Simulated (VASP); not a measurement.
**TiW3: single point with PBE**

The system is TiW3.

```
CELL_PARAMETERS angstrom
2.86868 0.00000 0.00000
-1.43434 2.48435 0.00000
0.00000 0.00000 9.29591
ATOMIC_POSITIONS crystal
Ti 0.33333 0.66667 0.50000
W 0.33333 0.66667 0.00000
W 0.66667 0.33333 0.25000
W 0.66667 0.33333 0.75000
```

```yaml
Program: VASP 6.6.1
Task: single point
Functional: PBE
Potentials_or_basis: VASP PAW PBE potentials, release 64 (Ti_sv, W_sv)
Cutoff: 520 eV
k_mesh: 6 × 6 × 2
Occupations: gaussian, width 0.1 eV
Spin: collinear spin, ferromagnetic start
Starting_moments: "[1.0, 0.0, 0.0, 0.0] μB"
Dipole_correction: no
Further_INCAR_settings: ALGO = Fast; EDIFF = 1e-06; NBANDS = 39
```

```
Pressure                                              : 0.2 GPa
Largest force                                         : 0.275 eV/Å
Band gap on the k mesh                                : zero (filled and empty bands overlap)
Net moment                                            : 0.00 μB per cell
Valence electrons inside the program's atomic spheres : Ti 10.32; W 12.01, 12.00
```

Forces in eV/Å, atoms in the order of the input:
```
Ti   0.000  0.000  0.000
W    0.000  0.000  0.000
W    0.000  0.000  0.275
W    0.000  0.000 -0.275
```

Stress tensor (GPa, compression positive):
```
-3.77  0.00  0.00
 0.00 -3.77  0.00
 0.00  0.00  8.15
```

Levels at points of the mesh, in eV from the Fermi level:
Spin up:
```
           k point  band 25  band 26  band 27  band 28  band 29  band 30
(0.00, 0.00, 0.00)    -0.50    -0.50    -0.05    -0.05     0.22     0.68
(0.50, 0.00, 0.00)    -0.51    -0.09     0.58     1.27     1.32     1.42
(0.00, 0.00, 0.50)    -0.53    -0.45    -0.45    -0.05    -0.05     0.27
(0.50, 0.00, 0.50)    -0.26     0.10     0.40     0.63     1.33     1.43
```
Spin down:
```csv
k point,band 25,band 26,band 27,band 28,band 29,band 30
"(0.00, 0.00, 0.00)",-0.50,-0.50,-0.05,-0.05,0.22,0.68
"(0.50, 0.00, 0.00)",-0.51,-0.09,0.58,1.27,1.32,1.42
"(0.00, 0.00, 0.50)",-0.53,-0.45,-0.45,-0.05,-0.05,0.27
"(0.50, 0.00, 0.50)",-0.26,0.10,0.40,0.63,1.33,1.43
```

It took 3.9 min on 1 thread of Intel(R) Xeon(R) Platinum 8488C (Sapphire Rapids), on a shared host, peak memory 0.25 GiB.

Caveat: the k points lie up to 0.42 Å⁻¹ apart; spin-orbit coupling is left out, which moves the levels of the heavy elements.
